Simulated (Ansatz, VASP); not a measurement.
# GaAs: VASP beside Ansatz

The input INCAR:

```
SYSTEM = GaAs
ALGO     = Normal         ! electronic algorithm
EDIFF    = 1E-6           ! SCF threshold, eV
ENCUT    = 520            ! plane-wave cutoff, eV
GGA      = PE             ! functional
GGA_COMPAT= .FALSE.      
ISIF     = 2              ! what is computed and relaxed
ISMEAR   = -1             ! smearing method
LASPH    = .TRUE.         ! aspherical terms in the spheres
LCHARG   = .FALSE.        ! write CHGCAR
LNONCOLLINEAR= .TRUE.         ! non-collinear magnetism
LORBIT   = 11             ! projections on sites
LORBMOM  = .TRUE.       
LREAL    = .FALSE.        ! projectors in reciprocal space
LSORBIT  = .TRUE.         ! spin-orbit coupling
LWAVE    = .FALSE.        ! write WAVECAR
MAGMOM   = 0 0 0 0 0 0    ! initial moments
NBANDS   = 30             ! bands
NELM     = 150            ! most SCF steps
PREC     = Accurate       ! precision mode
SIGMA    = 0.02           ! smearing width, eV
```

Contents of KPOINTS:

```
k-points
0
G
  8 8 8
  0 0 0
```

Contents of POSCAR:

```
GaAs
1.0
    0.0000000000      2.8330850794      2.8330850794
    2.8330850794      0.0000000000      2.8330850794
    2.8330850794      2.8330850794      0.0000000000
Ga As
1 1
Direct
    0.0000000000      0.0000000000      0.0000000000
    0.2500000000      0.2500000000      0.2500000000
```

Input for Ansatz:

```yaml
crystal:
  lattice:
    - [0.0, 2.8330850794, 2.8330850794]
    - [2.8330850794, 0.0, 2.8330850794]
    - [2.8330850794, 2.8330850794, 0.0]
  atoms:
    - { symbol: Ga, position: [0.0, 0.0, 0.0] }
    - { symbol: As, position: [0.25, 0.25, 0.25] }
kpoints:
  mp_grid: { grid: [8, 8, 8] }
  band_path:
    path:
      - [0.0, 0.0, 0.0]
      - [-0.5, -0.5, 0.0]
      - [-0.375, -0.375, 0.25]
      - [-0.375, 0.0, 0.375]
      - [0.0, 0.0, 0.5]
      - [-0.5, -0.25, 0.25]
    npoints: 1
hamiltonian:
  xc: pbe
scf:
  occupations: { method: fermi_dirac, width: 0.02 }
  n_extra_bands: 8
magnetization:
  noncollinear: true
  spin_orbit: true
output:
  forces: true
  stress: true
  eigenvalues: true
```

Alike in both runs: task single point; functional PBE; k mesh 8 × 8 × 8; occupations fermi-dirac, width 0.02 eV; non-collinear spin, spin-orbit coupling.

```csv
,VASP,Ansatz
version,VASP 6.6.1,Ansatz 0.2.0
potentials or method,"VASP PAW PBE potentials, release 64 (Ga_d, As)","plane waves, PAW"
plane-wave cutoff (eV),520,420
valence electrons in the cell,18,28
```

|  | VASP | Ansatz | Ansatz less VASP |
| --- | --- | --- | --- |
| pressure (GPa) | 2.9 | 2.8 | -0.17 |

The functional is the same, so the differences come from potentials, cutoffs and numerics. VASP's potentials hold 18 valence electrons a cell and Ansatz's 28, so a difference there can come from the potentials and not from the codes.
